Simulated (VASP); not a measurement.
Set up this calculation in VASP 6.6.1, as the native input.

```
Task                   : single point
Functional             : revpbe exchange, lda correlation
Potentials or basis    : VASP PAW PBE potentials, release 64 (Ga_d)
Cutoff                 : 500 eV
k mesh                 : 13 × 13 × 13
Occupations            : gaussian, width 0.1 eV
Spin                   : collinear spin
Starting moments       : [0.5] μB
Dipole correction      : no
Further INCAR settings : ALGO = Normal; EDIFF = 1e-06; NBANDS = 16
```

The structure of Ga lies in POSCAR:

```
Ga
1.0
   -1.4026165814      1.4026165814      2.3416381643
    1.4026165814     -1.4026165814      2.3416381643
    1.4026165814      1.4026165814     -2.3416381643
Ga
1
Direct
    0.0000000000      0.0000000000      0.0000000000
```

The input as run:

INCAR

```
SYSTEM = Ga
ALGO     = Normal         ! electronic algorithm
EDIFF    = 1E-6           ! SCF threshold, eV
ENCUT    = 500            ! plane-wave cutoff, eV
GGA      = LIBXC          ! functional
GGA_COMPAT= .FALSE.      
ISIF     = 2              ! what is computed and relaxed
ISMEAR   = 0              ! smearing method
ISPIN    = 2              ! spin polarisation
LASPH    = .TRUE.         ! aspherical terms in the spheres
LCHARG   = .TRUE.         ! write CHGCAR
LELF     = .TRUE.         ! ELF
LIBXC1   = GGA_X_PBE_R  
LIBXC2   = LDA_C_PW     
LORBIT   = 11             ! projections on sites
LREAL    = .FALSE.        ! projectors in reciprocal space
LVHAR    = .TRUE.       
LWAVE    = .FALSE.        ! write WAVECAR
MAGMOM   = 0.5            ! initial moments
NBANDS   = 16             ! bands
NELM     = 200            ! most SCF steps
PREC     = Accurate       ! precision mode
SIGMA    = 0.1            ! smearing width, eV
```

KPOINTS

```
k-points
0
G
  13 13 13
  0 0 0
```

Potentials or basis: VASP PAW PBE potentials, release 64 (Ga_d).

Run with:

```bash
$ cat potpaw_PBE.64/Ga_d/POTCAR > POTCAR
$ mpirun -np 1 vasp_std > vasp.out
```

Results of the run:

```yaml
Pressure: 10.7 GPa
Net_moment: 0.00 μB per cell
Valence_electrons_inside_the_program's_atomic_spheres: Ga 11.58
```

Caveat: the cell stands under pressure; the PAW data sets were made with another functional, which shifts forces and pressure a little.

It took 66 s on 1 thread of AMD EPYC 9R45 96-Core Processor (Zen 5) (shared host), peak memory 0.17 GiB.
